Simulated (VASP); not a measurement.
## Cu: single point with PBE

Crystal: Cu.

```xyz
2
Lattice="0.0000 2.1185 4.5842 1.2945 0.0000 4.5842 1.2945 2.1185 0.0000" Properties=species:S:1:pos:R:3 pbc="T T T"
Cu    1.2945    2.1185    1.2153
Cu    1.2945    2.1185    7.9530
```

```json
{"Program": "VASP 6.6.1", "Task": "single point", "Functional": "PBE", "Potentials or basis": "VASP PAW PBE potentials, release 64 (Cu)", "Cutoff": "520 eV", "k mesh": "8 × 8 × 8", "Occupations": "gaussian, width 0.1 eV", "Spin": "no spin polarisation", "Dipole correction": "no", "Further INCAR settings": "ALGO = Fast; EDIFF = 1e-06; NBANDS = 18"}
```

| Property | Result |
| --- | --- |
| Pressure | 1.2 GPa |
| Largest force | 0.008 eV/Å |
| Band gap on the k mesh | zero (band 11 reaches 11.00 eV, above the bottom of band 12 at 5.14 eV) |

Forces on the atoms (eV/Å):
```
Cu   0.000  0.000 -0.008
Cu   0.000  0.000  0.008
```

Stress tensor (GPa, compression positive):
```
1.35 0.00 0.00
0.00 1.31 0.00
0.00 0.00 0.90
```

Levels at points of the mesh, in eV from the Fermi level:
| k point | band 7 | band 8 | band 9 | band 10 | band 11 | band 12 | band 13 | band 14 | band 15 | band 16 |
| --- | --- | --- | --- | --- | --- | --- | --- | --- | --- | --- |
| (0.00, 0.00, 0.00) | -2.54 | -2.17 | -2.13 | -1.84 | -1.69 | -1.57 | 2.18 | 19.40 | 22.60 | 23.07 |
| (0.50, 0.00, 0.00) | -2.03 | -1.90 | -1.51 | -1.48 | 0.09 | 1.89 | 3.54 | 6.94 | 10.76 | 13.72 |
| (0.50, 0.50, 0.00) | -2.61 | -2.49 | -2.49 | -2.01 | -1.82 | -1.49 | 8.69 | 10.12 | 21.05 | 21.68 |
| (0.50, 0.00, 0.50) | -2.14 | -1.43 | -1.39 | -1.30 | -0.76 | 3.61 | 5.64 | 6.24 | 11.53 | 11.56 |
| (0.00, 0.50, 0.50) | -2.13 | -1.67 | -1.46 | -1.37 | 1.80 | 2.58 | 4.19 | 4.27 | 12.96 | 16.97 |

It took 74 s on 1 thread of AMD EPYC 9R45 (Zen 5) (shared host), peak memory 0.14 GiB.

Caveat: the k points lie up to 0.37 Å⁻¹ apart.
